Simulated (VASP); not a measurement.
# Cs (Fm-3m) in VASP: notebook, part 2 of 2

VASP 6.6.1. Earlier steps stand in the parts before.

**3. Relaxation of cell and atoms, PBEsol, target pressure 20 GPa, at which the enthalpy is minimised**

Input file INCAR:

```
ALGO = Normal
EDIFF = 1E-7
EDIFFG = -0.02
ENCUT = 500
GGA = PS
GGA_COMPAT = F
IBRION = 2
ISIF = 3
ISMEAR = -1
LASPH = T
LCHARG = F
LREAL = F
LWAVE = F
NELM = 120
NELMIN = 4
NSW = 80
PREC = Accurate
PSTRESS = 200.0
SIGMA = 0.05
```

Input file KPOINTS:

```
k-points
0
Gamma
  5 5 5
```

Input file POSCAR:

```
Cs
1.0
    0.0000000000      3.8200000000      3.8200000000
    3.8200000000      0.0000000000      3.8200000000
    3.8200000000      3.8200000000      0.0000000000
Cs
1
Direct
    0.0000000000      0.0000000000      0.0000000000
```

Potentials or basis: VASP PAW PBE potentials, release 64 (Cs_sv).

Command:

```sh
cat potpaw_PBE.64/Cs_sv/POTCAR > POTCAR
mpirun -np 1 vasp_std > vasp.out
```

OUTCAR:

```text
EDIFF = 1E-7
   EDIFFG = -0.02
   ENCUT = 500
   GGA = PS
   IBRION = 2
   ISIF = 3
   ISMEAR = -1
   LASPH = T
   LREAL = F
   NELM = 120
   NELMIN = 4
   NSW = 80
   PREC = Accurate
   PSTRESS = 200.0

 ion  position               nearest neighbor table
   1  0.000  0.000  0.000-

  LATTYP: Found a face centered cubic cell.
 ALAT       =     7.6400000000

  Lattice vectors:

 A1 = (   0.0000000000,   3.8200000000,   3.8200000000)
 A2 = (   3.8200000000,   0.0000000000,   3.8200000000)
 A3 = (   3.8200000000,   3.8200000000,   0.0000000000)

Analysis of symmetry for initial positions (statically):
=====================================================================
 Subroutine PRICEL returns:
 Original cell was already a primitive cell.

 Routine SETGRP: Setting up the symmetry group for a
 face centered cubic supercell.

 Subroutine GETGRP returns: Found 48 space group operations
 (whereof 48 operations were pure point group operations)
 out of a pool of 48 trial point group operations.

The static configuration has the point symmetry O_h .

Analysis of symmetry for dynamics (positions and initial velocities):
=====================================================================
 Subroutine PRICEL returns:
 Original cell was already a primitive cell.

 Routine SETGRP: Setting up the symmetry group for a
 face centered cubic supercell.

 Subroutine GETGRP returns: Found 48 space group operations
 (whereof 48 operations were pure point group operations)
 out of a pool of 48 trial point group operations.

The dynamic configuration has the point symmetry O_h .

 Subroutine INISYM returns: Found 48 space group operations
 (whereof 48 operations are pure point group operations),
 and found     1 'primitive' translations

[... 89 lines left out ...]
   NUPDOWN=      -1.0000    fix difference up-down
   EMIN   =  10.00;   EMAX   =-10.00  energy-range for DOS
   EFERMI =   0.00;   METHOD = LEGACY
   ISMEAR =    -1;   SIGMA  =   0.05  broadening in eV -4-tet -1-fermi 0-gaus
   EFERMI_NEDOS =   21; number of points for ismear=-14 and -15
   IALGO  =     38    algorithm
   IMIX   =      4    mixing-type and parameters
     AMIX     =   0.40;   BMIX     =  1.00
     AMIX_MAG =   1.60;   BMIX_MAG =  1.00
  volume/ion in A,a.u.               =     111.49       752.34
  Fermi-wavevector in a.u.,A,eV,Ry     =   0.707537  1.337050  6.811188  0.500608
  Thomas-Fermi vector in A             =   1.793612
   LORBIT       =      0    0 simple, 1 ext, 2 COOP (PROOUT), +10 PAW based schemes
   GGA     = PS    functional components
   LHFCALC =     F    Hartree Fock is set to
   AEXX    =    0.0000 exact exchange contribution
   IVDW    =     0    specifies the selected vdW correction
   LEPSILON=     F    determine dielectric tensor
   LRPA    =     F    only Hartree local field effects (RPA)
 conjugate gradient relaxation of ions
 non-spin polarized calculation
  energy-cutoff  :      500.00
  volume of cell :      111.49
 maximum number of plane-waves:      2842
   NGX = 19   NGY = 19   NGZ = 19

--------------------------------------- Ionic step        1  -------------------------------------------

 number of electron       9.0000001 magnetization

 Free energy of the ion-electron system (eV)
  ---------------------------------------------------
  ext. energy  EPLUGINS =         0.00000000
  ---------------------------------------------------
  free energy    TOTEN  =        -0.96907568 eV

  energy without entropy =       -0.96511178  energy(sigma->0) =       -0.96709373

------------------------ aborting loop because EDIFF is reached ----------------------------------------

  FORCE on cell =-STRESS in cart. coord.  units (eV):
  Direction    XX          YY          ZZ          XY          YZ          ZX
  --------------------------------------------------------------------------------------
  -------------------------------------------------------------------------------------
  Total       -0.0529936     -0.0529936     -0.0529936     -0.0000000     -0.0000000     -0.0000000
  in kB       -0.7615775     -0.7615775     -0.7615775     -0.0000000     -0.0000000     -0.0000000
  external PRESSURE =    -200.7615775 kB  Pullay stress =     200.0000000 kB
[... 555 lines left out ...]
 k-point    10 :      -0.4000    0.4000    0.2000
  band No.  band energies     occupation
      1     -10.2230      2.00000
      2      -2.4510      2.00000
      3      -0.6719      2.00000
      4       2.2440      2.00000
      5      15.8367      0.00000
      6      17.3154      0.00000
      7      20.3022      0.00000
      8      26.6198      0.00000

[... ionic steps 4 to 7 ...]

--------------------------------------- Ionic step        8  -------------------------------------------

 number of electron       9.0000000 magnetization

------------------------ aborting loop because EDIFF is reached ----------------------------------------
[... 69 lines left out ...]
--------------------------------------- Ionic step       10  -------------------------------------------

 number of electron       9.0000000 magnetization

 Free energy of the ion-electron system (eV)
  ---------------------------------------------------
  ext. energy  EPLUGINS =         0.00000000
  ---------------------------------------------------
  free energy    TOTEN  =         0.67917486 eV

  energy without entropy =        0.69281300  energy(sigma->0) =        0.68599393

 E-fermi :   7.5844     XC(G=0): -11.0164

 val. band max:        7.3606334724   @ k =   0.4000   0.2000   0.0000
 cond. band min:       7.6008522456   @ k =   0.0000   0.0000   0.0000
 fundamental gap:      0.2402187732
 Fermi energy:         7.5843606993
[... 140 lines left out ...]
  energy  without entropy=        0.6928129977  energy(sigma->0) =        0.68599393

  enthalpy is  TOTEN    =         4.0513277194 eV   P V=        3.3721528589

 reached required accuracy - stopping structural energy minimisation
```

Run time: 77 s. Hardware: 1 thread of Intel Xeon Platinum 8488C (Sapphire Rapids), shared host; peak memory 0.41 GiB.

What came out:

```yaml
Free_energy: 0.6792 eV
Relaxed_volume: 27.01 Å³/atom
Relaxed_cell: a = 3.368 Å, b = 3.368 Å, c = 3.368 Å, α = 60.00°, β = 60.00°, γ = 60.00°
Space_group_after_relaxing_to_0.1_Å: Fm-3m (No. 225)
Energy_change_on_relaxing_the_run_minimises_the_enthalpy: +1648.3 meV/atom
Ionic_steps: 10
Pressure_after_relaxing: 19.9 GPa
Band_gap_on_the_k_mesh: zero (an odd number of electrons rules out a gap without spin polarisation)
```

Step by step:
| step | energy change (eV) | largest force (eV/Å) | pressure (GPa) | volume (Å³) |
| --- | --- | --- | --- | --- |
| 1 | 0.0000 | 0.0000 | -0.08 | 111.49 |
| 2 | 178.2466 | 0.0000 | 14838.18 | 3.86 |
| 3 | 0.0002 | 0.0000 | 0.10 | 103.22 |
| 4 | 0.0083 | 0.0000 | 0.29 | 96.25 |
| 5 | 0.9475 | 0.0000 | 7.84 | 36.69 |
| 6 | 7.8179 | 0.0000 | 232.48 | 14.64 |
| 7 | 1.1344 | 0.0000 | 9.94 | 33.17 |
| 8 | 1.9717 | 0.0000 | 28.95 | 24.85 |
| 9 | 1.5350 | 0.0000 | 17.27 | 27.99 |
| 10 | 1.6483 | 0.0000 | 19.93 | 27.01 |

Final structure:
```xyz
1
Lattice="0.0000 2.3815 2.3815 2.3815 0.0000 2.3815 2.3815 2.3815 0.0000" Properties=species:S:1:pos:R:3 pbc="T T T"
Cs    0.0000    0.0000    0.0000
```

Levels at points of the mesh, in eV from the Fermi level:
```csv
k point,band 2,band 3,band 4,band 5,band 6,band 7
"(0.00, 0.00, 0.00)",-8.58,-8.58,-8.58,0.02,3.10,3.10
```

Caveat: the cell is relaxed towards a set pressure, so the run minimises the enthalpy, not the energy; the volume moved by over 15 % at a fixed basis, so the end points are rough; the PAW data sets were made with another functional, which shifts forces and pressure a little; spin-orbit coupling is left out, which moves the levels of the heavy elements.
